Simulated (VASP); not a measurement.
# Sn (Immm) in VASP: single point with LDA

Aim: the single point of Sn with LDA.

All numbers are computed with VASP 6.6.1; they aren't measurements. Logs are shortened: lines on timing, memory, paths and dates and some standing lists are left out, and cuts for length are marked.

**1. The cell of the first run**

The structure is orthorhombic, space group Immm (No. 71). Conventional cell: a = 3.241 Å, b = 4.788 Å, c = 4.867 Å, α = 90.00°, β = 90.00°, γ = 90.00°. Sn (site symmetry mmm) has 10 Sn at 3.24 to 3.78 Å within 4.3 Å.

**2. Single point, LDA**

INCAR reads:

```
  ALGO = Normal
  EDIFF = 1E-6
  ENCUT = 520
  ISIF = 2
  ISMEAR = 1
  LASPH = T
  LCHARG = F
  LREAL = F
  LWAVE = F
  NBANDS = 21
  NELM = 80
  PREC = Accurate
  SIGMA = 0.01
```

KPOINTS reads:

```
k-points
0
Gamma
  4 4 6
```

POSCAR reads:

```
Sn
1.0
    4.7880040000      0.0000000000      0.0000000000
    0.0000000000      4.8665820000      0.0000000000
    0.0000000000      0.0000000000      3.2408980000
Sn
2
Direct
    0.5000000000      0.5000000000      0.5000000000
    0.0000000000      0.0000000000      0.0000000000
```

Potentials or basis: VASP PAW LDA potentials, release 64 (Sn_d).

Launch:

```sh
$ cat potpaw_LDA.64/Sn_d/POTCAR > POTCAR
$ mpirun -np 1 vasp_std > vasp.out
```

OUTCAR:

```text
EDIFF = 1E-6
   ENCUT = 520
   ISIF = 2
   ISMEAR = 1
   LASPH = T
   LREAL = F
   NELM = 80
   PREC = Accurate

 ion  position               nearest neighbor table
   1  0.500  0.500  0.500-
   2  0.000  0.000  0.000-

  LATTYP: Found a simple orthorhombic cell.
 ALAT       =     3.2408980000
 B/A-ratio  =     1.4773695439
 C/A-ratio  =     1.5016152930

  Lattice vectors:

 A1 = (   0.0000000000,   0.0000000000,   3.2408980000)
 A2 = (   4.7880040000,   0.0000000000,   0.0000000000)
 A3 = (   0.0000000000,   4.8665820000,   0.0000000000)

Analysis of symmetry for initial positions (statically):
=====================================================================
 Subroutine PRICEL returns following result:

  LATTYP: Found a body centered orthorhombic cell.
 ALAT       =     3.2408980000
 B/A-ratio  =     1.4773695439
 C/A-ratio  =     1.5016152930

  Lattice vectors:

 A1 = (  -2.3940020000,  -2.4332910000,  -1.6204490000)
 A2 = (   2.3940020000,  -2.4332910000,   1.6204490000)
 A3 = (  -2.3940020000,   2.4332910000,   1.6204490000)

   2 primitive cells build up your supercell.

 Routine SETGRP: Setting up the symmetry group for a
 simple orthorhombic supercell.

 Subroutine GETGRP returns: Found  8 space group operations
 (whereof  8 operations were pure point group operations)
 out of a pool of  8 trial point group operations.

The static configuration has the point symmetry D_2h.

Analysis of symmetry for dynamics (positions and initial velocities):
=====================================================================
 Subroutine PRICEL returns following result:

  LATTYP: Found a body centered orthorhombic cell.
 ALAT       =     3.2408980000
 B/A-ratio  =     1.4773695439
 C/A-ratio  =     1.5016152930

  Lattice vectors:

 A1 = (  -2.3940020000,  -2.4332910000,  -1.6204490000)
 A2 = (   2.3940020000,  -2.4332910000,   1.6204490000)
 A3 = (  -2.3940020000,   2.4332910000,   1.6204490000)

   2 primitive cells build up your supercell.

 Routine SETGRP: Setting up the symmetry group for a
 simple orthorhombic supercell.

 Subroutine GETGRP returns: Found  8 space group operations
 (whereof  8 operations were pure point group operations)
 out of a pool of  8 trial point group operations.

The dynamic configuration has the point symmetry D_2h.

 Subroutine INISYM returns: Found  8 space group operations
 (whereof  8 operations are pure point group operations),
 and found     2 'primitive' translations

----------------------------------------------------------------------------------------

                                     Primitive cell

  volume of cell :      37.7584

  direct lattice vectors                    reciprocal lattice vectors
    -2.394002000 -2.433291000 -1.620449000    -0.208855298 -0.205483027  0.000000000
     2.394002000 -2.433291000  1.620449000    -0.000000000 -0.205483027  0.308556456
    -2.394002000  2.433291000  1.620449000    -0.208855298  0.000000000  0.308556456

  length of vectors
     3.778624833  3.778624833  3.778624833     0.292991143  0.370716011  0.372595789

  position of ions in fractional coordinates (direct lattice)
     0.000000000  1.000000000  1.000000000

  ion indices of the primitive-cell ions
   primitive index   ion index
                 1           1

----------------------------------------------------------------------------------------

 KPOINTS: k-points

Automatic generation of k-mesh.
 Grid dimensions read from file:
 generate k-points for:    4    4    6

 Generating k-lattice:

  Cartesian coordinates                     Fractional coordinates (reciprocal lattice)
     0.052213824  0.000000000  0.000000000     0.250000000  0.000000000  0.000000000
     0.000000000  0.051370757  0.000000000     0.000000000  0.250000000  0.000000000
     0.000000000  0.000000000  0.051426076     0.000000000  0.000000000  0.166666667

  Length of vectors
     0.052213824  0.051370757  0.051426076

  Shift w.r.t. Gamma in fractional coordinates (k-lattice)
     0.000000000  0.000000000  0.000000000

 Subroutine IBZKPT returns following result:
 ===========================================

 Found     36 irreducible k-points:

 Following reciprocal coordinates:
            Coordinates               Weight
  0.000000  0.000000  0.000000      1.000000
  0.250000  0.000000  0.000000      2.000000
  0.500000  0.000000  0.000000      1.000000
  0.000000  0.250000  0.000000      2.000000
  0.250000  0.250000  0.000000      4.000000
  0.500000  0.250000  0.000000      2.000000
[... 16 lines left out ...]
  0.250000  0.250000  0.333333      8.000000
  0.500000  0.250000  0.333333      4.000000
 [... further k-points ...]
   k-points           NKPTS =     36   k-points in BZ     NKDIM =     36   number of bands    NBANDS=     21
   number of dos      NEDOS =    301   number of ions     NIONS =      2
   total plane-waves  NPLWV =  31104
   dimension x,y,z NGX =    36 NGY =   36 NGZ =   24
   dimension x,y,z NGXF=    72 NGYF=   72 NGZF=   48
   ions per type =               2
   NGX,Y,Z   is equivalent  to a cutoff of  12.50, 12.30, 12.31 a.u.
   NGXF,Y,Z  is equivalent  to a cutoff of  25.00, 24.60, 24.62 a.u.
 SYSTEM =  unknown system
   PREC   = accura    normal or accurate (medium, high low for compatibility)
   ISTART =      0    job   : 0-new  1-cont  2-samecut
   ICHARG =      2    charge: 1-file 2-atom 10-const
   ISPIN  =      1    spin polarized calculation?
   LNONCOLLINEAR =      F non collinear calculations
   LSORBIT =      F    spin-orbit coupling
   LASPH  =      T    aspherical Exc in radial PAW
   ENCUT  =  520.0 eV  38.22 Ry    6.18 a.u.   8.90  9.05  6.03*2*pi/ulx,y,z
   NELM   =     80;   NELMIN=  2; NELMDL= -5     # of ELM steps
   EDIFF  = 0.1E-05   stopping-criterion for ELM
   LREAL  =      F    real-space projection
   EDIFFG = 0.1E-04   stopping-criterion for IOM
   NSW    =      0    number of steps for IOM
   IBRION =     -1    ionic relax: 0-MD 1-quasi-New 2-CG
   NFREE  =      0    steps in history (QN), initial steepest desc. (CG)
   ISIF   =      2    stress and relaxation
   ISYM   =      2    0-nonsym 1-usesym 2-fastsym
   POTIM  = 0.5000    time-step for ionic-motion
   TEBEG  =    0.0;   TEEND  =   0.0 temperature during run
   PSTRESS=    0.0 pullay stress
   NELECT =      28.0000    total number of electrons
   NUPDOWN=      -1.0000    fix difference up-down
   EMIN   =  10.00;   EMAX   =-10.00  energy-range for DOS
   EFERMI =   0.00;   METHOD = LEGACY
   ISMEAR =     1;   SIGMA  =   0.01  broadening in eV -4-tet -1-fermi 0-gaus
   EFERMI_NEDOS =   21; number of points for ismear=-14 and -15
   IALGO  =     38    algorithm
   IMIX   =      4    mixing-type and parameters
     AMIX     =   0.40;   BMIX     =  1.00
     AMIX_MAG =   1.60;   BMIX_MAG =  1.00
  volume/ion in A,a.u.               =      37.76       254.81
  Fermi-wavevector in a.u.,A,eV,Ry     =   1.176105  2.222517 18.819900  1.383224
  Thomas-Fermi vector in A             =   2.312475
   LORBIT       =      0    0 simple, 1 ext, 2 COOP (PROOUT), +10 PAW based schemes
   GGA     = CA    functional components
   LHFCALC =     F    Hartree Fock is set to
   AEXX    =    0.0000 exact exchange contribution
   IVDW    =     0    specifies the selected vdW correction
   LEPSILON=     F    determine dielectric tensor
   LRPA    =     F    only Hartree local field effects (RPA)
 non-spin polarized calculation
 Methfessel and Paxton  Order N= 1 SIGMA  =   0.01
  energy-cutoff  :      520.00
  volume of cell :       75.52
 maximum number of plane-waves:      2060
 NGX is ok and might be reduce to    36
   NGX = 17   NGY = 19   NGZ = 13

 number of electron      28.0000020 magnetization

 Free energy of the ion-electron system (eV)
  ---------------------------------------------------
  ext. energy  EPLUGINS =         0.00000000
  ---------------------------------------------------
  free energy    TOTEN  =        -7.90390350 eV

  energy without entropy =       -7.90393013  energy(sigma->0) =       -7.90391238

 E-fermi :   4.3882     XC(G=0):  -9.0926

 val. band max:        4.3504907215   @ k =   0.5000   0.5000   0.3333
 cond. band min:       4.3953378113   @ k =   0.5000   0.0000   0.0000
 fundamental gap:      0.0448470899
 Fermi energy:         4.3881683801

 k-point     1 :       0.0000    0.0000    0.0000
  band No.  band energies     occupation
      1     -17.0622      2.00000
      2     -17.0477      2.00000
      3     -17.0466      2.00000
      4     -17.0259      2.00000
      5     -16.9837      2.00000
      6     -16.9615      2.00000
[... 13 lines left out ...]
     20      11.6938      0.00000
     21      12.4078      0.00000

 k-point     2 :       0.2500    0.0000    0.0000
  band No.  band energies     occupation
      1     -17.0595      2.00000
      2     -17.0485      2.00000
      3     -17.0357      2.00000
      4     -17.0186      2.00000
      5     -16.9887      2.00000
      6     -16.9748      2.00000
[... 13 lines left out ...]
     20      13.1632      0.00000
     21      13.6435      0.00000

 k-point     3 :       0.5000    0.0000    0.0000
  band No.  band energies     occupation
      1     -17.0536      2.00000
      2     -17.0536      2.00000
      3     -17.0059      2.00000
      4     -17.0059      2.00000
      5     -17.0025      2.00000
      6     -17.0025      2.00000
[... 13 lines left out ...]
     20      12.5003      0.00000
     21      14.2491      0.00000

 k-point     4 :       0.0000    0.2500    0.0000
  band No.  band energies     occupation
      1     -17.0597      2.00000
      2     -17.0487      2.00000
      3     -17.0356      2.00000
      4     -17.0187      2.00000
      5     -16.9888      2.00000
      6     -16.9747      2.00000
[... 13 lines left out ...]
     20      13.1516      0.00000
     21      13.5323      0.00000

 k-point     5 :       0.2500    0.2500    0.0000
  band No.  band energies     occupation
      1     -17.0577      2.00000
      2     -17.0501      2.00000
      3     -17.0271      2.00000
      4     -17.0132      2.00000
      5     -16.9920      2.00000
      6     -16.9843      2.00000
[... 13 lines left out ...]
     20      12.3241      0.00000
     21      13.4872      0.00000

 k-point     6 :       0.5000    0.2500    0.0000
  band No.  band energies     occupation
      1     -17.0535      2.00000
      2     -17.0535      2.00000
      3     -17.0065      2.00000
      4     -17.0065      2.00000
      5     -17.0013      2.00000
      6     -17.0013      2.00000
[... 13 lines left out ...]
     20      13.0059      0.00000
     21      14.5490      0.00000

 k-point     7 :       0.0000    0.5000    0.0000
  band No.  band energies     occupation
      1     -17.0539      2.00000
      2     -17.0539      2.00000
      3     -17.0057      2.00000
      4     -17.0057      2.00000
      5     -17.0027      2.00000
      6     -17.0027      2.00000
[... 13 lines left out ...]
     20      12.1451      0.00000
     21      14.1805      0.00000
[... 291 lines left out ...]
      1     -17.0246      2.00000
      2     -17.0067      2.00000
      3     -16.9990      2.00000
      4     -16.9930      2.00000
      5     -16.9789      2.00000
      6     -16.9711      2.00000
[... 13 lines left out ...]
     20      11.2015      0.00000
     21      11.4981      0.00000

 k-point    21 :       0.5000    0.0000    0.3333
  band No.  band energies     occupation
      1     -17.0197      2.00000
      2     -17.0197      2.00000
      3     -16.9998      2.00000
      4     -16.9998      2.00000
      5     -16.9762      2.00000
      6     -16.9762      2.00000
[... 13 lines left out ...]
     20      11.6663      0.00000
     21      12.2100      0.00000

 k-point    22 :       0.0000    0.2500    0.3333
  band No.  band energies     occupation
      1     -17.0249      2.00000
      2     -17.0068      2.00000
      3     -16.9998      2.00000
      4     -16.9927      2.00000
      5     -16.9754      2.00000
      6     -16.9686      2.00000
[... 13 lines left out ...]
     20      11.2480      0.00000
     21      11.6381      0.00000

 k-point    23 :       0.2500    0.2500    0.3333
  band No.  band energies     occupation
      1     -17.0207      2.00000
      2     -17.0053      2.00000
      3     -17.0034      2.00000
      4     -16.9939      2.00000
      5     -16.9783      2.00000
      6     -16.9648      2.00000
[... 13 lines left out ...]
     20      11.7607      0.00000
     21      12.1713      0.00000

 k-point    24 :       0.5000    0.2500    0.3333
  band No.  band energies     occupation
      1     -17.0125      2.00000
      2     -17.0125      2.00000
      3     -16.9976      2.00000
      4     -16.9976      2.00000
      5     -16.9766      2.00000
      6     -16.9766      2.00000
[... 13 lines left out ...]
     20      11.1645      0.00000
     21      14.3600      0.00000

 [... further k-points ...]
[... 5 lines left out ...]
  --------------------------------------------------------------------------------------
  -------------------------------------------------------------------------------------
  Total       -4.3187232     -4.2375156     -3.1481042      0.0000000      0.0000000      0.0000000
  in kB      -91.6266985    -89.9037863    -66.7906659      0.0000000      0.0000000      0.0000000
  external PRESSURE =     -82.7737169 kB  Pullay stress =       0.0000000 kB

 VOLUME and BASIS-vectors are now :
 -----------------------------------------------------------------------------
  energy-cutoff  :      520.00
  volume of cell :       75.52
      direct lattice vectors                 reciprocal lattice vectors
     4.788004000  0.000000000  0.000000000     0.208855298  0.000000000  0.000000000
     0.000000000  4.866582000  0.000000000     0.000000000  0.205483027  0.000000000
     0.000000000  0.000000000  3.240898000     0.000000000  0.000000000  0.308556456

 POSITION                                       TOTAL-FORCE (eV/Angst)
 -----------------------------------------------------------------------------------
      2.39400      2.43329      1.62045         0.000000      0.000000      0.000000
      0.00000      0.00000      0.00000        -0.000000     -0.000000     -0.000000
 -----------------------------------------------------------------------------------
    total drift:                                0.000000      0.000000      0.000000

  FREE ENERGIE OF THE ION-ELECTRON SYSTEM (eV)
  ---------------------------------------------------
  free  energy   TOTEN  =        -7.9039035044 eV

  energy  without entropy=       -7.9039301263  energy(sigma->0) =       -7.90391238
```

It took 26 s on 1 thread of Intel Xeon Platinum 8259CL at 2.50GHz (Skylake/Cascade Lake), shared host; peak memory 0.17 GiB.

Results:

| Property | Result |
| --- | --- |
| Free energy | -7.9039 eV |
| Pressure | -8.3 GPa |
| Band gap on the k mesh | zero (bands 14 and 15 overlap by 0.56 eV) |

Caveat: the cell stands under tension; spin-orbit coupling is left out, which moves the levels of the heavy elements.
